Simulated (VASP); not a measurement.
Input of a VASP 6.6.1 run:

POSCAR

```
SnTe
1.0
    0.0000000000      3.1297027185      3.1297027185
    3.1297027185      0.0000000000      3.1297027185
    3.1297027185      3.1297027185      0.0000000000
Te Sn
1 1
Direct
    0.5000000000      0.5000000000      0.5000000000
    0.0000000000      0.0000000000      0.0000000000
```

INCAR.step1

```
PREC     = Accurate       # precision mode
ENCUT    = 520            # plane-wave cutoff, eV
ISMEAR   = -1             # smearing method
SIGMA    = 0.05           # smearing width, eV
LREAL    = False          # projectors in reciprocal space
LASPH    = True           # aspherical terms in the spheres
NELM     = 80             # most SCF steps
NBANDS   = 17             # bands
GGA      = PE             # functional
ALGO     = Normal         # electronic algorithm
EDIFF    = 1E-4           # SCF threshold, eV
LWAVE    = True           # write WAVECAR
LCHARG   = False          # write CHGCAR
```

File INCAR.step2:

```
PREC     = Accurate       # precision mode
ENCUT    = 520            # plane-wave cutoff, eV
EDIFF    = 1E-6           # SCF threshold, eV
ISMEAR   = -1             # smearing method
SIGMA    = 0.05           # smearing width, eV
LREAL    = False          # projectors in reciprocal space
LASPH    = True           # aspherical terms in the spheres
NELM     = 80             # most SCF steps
ALGO     = Normal         # electronic algorithm
ISIF     = 2              # what is computed and relaxed
LWAVE    = False          # write WAVECAR
LCHARG   = False          # write CHGCAR
METAGGA  = R2SCAN         # meta-GGA
LMIXTAU  = True         
LUSE_VDW = True         
IVDW_NL  = 2            
BPARAM   = 11.95        
CPARAM   = 0.0093       
NBANDS   = 17             # bands
ISTART   = 1
```

Contents of KPOINTS:

```
Automatic mesh
0
Gamma
  7 7 7
```

Potentials or basis: VASP PAW PBE potentials, release 64 (Te, Sn_d).

Run with:

```console
$ cat potpaw_PBE.64/Te/POTCAR potpaw_PBE.64/Sn_d/POTCAR > POTCAR
$ cp INCAR.step1 INCAR
$ mpirun -np 1 vasp_std > vasp.out
$ cp INCAR.step2 INCAR
$ mpirun -np 1 vasp_std > vasp.out
```

(1) Estimate the pressure.

Results:

(1) 1.8 GPa.

Caveat: the PAW data sets were made with another functional, which shifts forces and pressure a little.
